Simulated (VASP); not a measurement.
Crystal: NaIr2.

```
Na Ir
1.0
     3.50732    0.00000    0.00000
     0.00000    3.50732    0.00000
     0.00000    0.00000   10.57204
Na Ir
2 4
Direct
  0.00000 0.00000 0.00000
  0.50000 0.50000 0.50000
  0.00000 0.50000 0.26133
  0.00000 0.50000 0.76133
  0.50000 0.00000 0.23867
  0.50000 0.00000 0.73867
```

```yaml
Program: VASP 6.6.1
Task: relaxation of cell and atoms
Functional: PBE
Potentials_or_basis: VASP PAW PBE potentials, release 64 (Na_pv, Ir)
Cutoff: 600 eV
k_mesh: 6 × 6 × 2
Occupations: gaussian, width 0.1 eV
Spin: no spin polarisation
```

At the start: pressure 0.9 GPa; volume 21.67 Å³/atom.

**Question.** Where does the relaxation end?

**Answer.** Over 17 steps the energy falls by 33.9 meV/atom and the volume is 21.76 Å³/atom (+0.4 %); space group P4_2/nmc (No. 137, to 0.1 Å) before, I4/mmm (No. 139, to 0.1 Å).

Step by step:
| step | energy change (eV) | largest force (eV/Å) | pressure (GPa) | volume (Å³) |
| --- | --- | --- | --- | --- |
| 1 | 0.0000 | 0.1874 | 0.89 | 130.05 |
| 2 | -0.0034 | 0.3063 | -1.51 | 132.33 |
| 3 | -0.0071 | 0.2774 | -0.54 | 131.38 |
| 4 | -0.0189 | 0.2581 | -0.85 | 131.69 |
| 5 | -0.0627 | 0.6561 | -1.54 | 132.62 |
| 6 | -0.1512 | 0.1637 | -3.47 | 134.50 |
| 7 | -0.1581 | 0.4032 | -2.67 | 133.75 |
| 8 | -0.1641 | 0.1870 | -2.98 | 134.05 |
| 9 | -0.1684 | 0.1064 | -2.89 | 133.94 |
| 10 | -0.1730 | 0.0670 | -2.74 | 133.72 |
| 11 | -0.1784 | 0.0570 | -2.48 | 133.46 |
| 12 | -0.1913 | 0.0310 | -1.75 | 132.68 |
| 13 | -0.2019 | 0.0208 | -0.18 | 131.12 |
| 14 | -0.2019 | 0.0233 | -0.13 | 131.07 |
| 15 | -0.2021 | 0.0192 | -0.13 | 131.02 |
| 16 | -0.2026 | 0.0133 | -0.08 | 130.88 |
| 17 | -0.2032 | 0.0022 | -0.03 | 130.59 |

Final structure:
```xyz
6
Lattice="3.5313 0.0000 0.0000 0.0000 3.5313 0.0000 0.0000 0.0000 10.4720" Properties=species:S:1:pos:R:3 pbc="T T T"
Na    0.0000    0.0000    0.0000
Na    1.7656    1.7656    5.2360
Ir    0.0000    1.7656    2.6182
Ir    0.0000    1.7656    7.8541
Ir    1.7656    0.0000    2.6178
Ir    1.7656    0.0000    7.8538
```

Caveat: the highest band is partly filled, so the run has too few bands.
